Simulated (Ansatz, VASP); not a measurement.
V in VASP and in Ansatz

```xyz
1
Lattice="-1.4792 1.4792 1.4792 1.4792 -1.4792 1.4792 1.4792 1.4792 -1.4792" Properties=species:S:1:pos:R:3 pbc="T T T"
V     0.0000    0.0000    0.0000
```

Alike in both runs: task single point; functional PBEsol; k mesh 20 × 20 × 20; occupations gaussian, width 0.05 eV; no spin polarisation.

```csv
,VASP,Ansatz
version,VASP 6.6.1,Ansatz 0.2.0
potentials or method,"VASP PAW PBE potentials, release 64 (V_sv), cutoff 520 eV","scalar-relativistic, plane waves, PAW"
valence electrons in the cell,13,13
```

|  | VASP | Ansatz | Ansatz less VASP |
| --- | --- | --- | --- |
| pressure (GPa) | 0.2 | 0.1 | -0.19 |

VASP's potentials were made for PBE, not for PBEsol. The functional is the same, so the differences come from potentials, cutoffs and numerics.
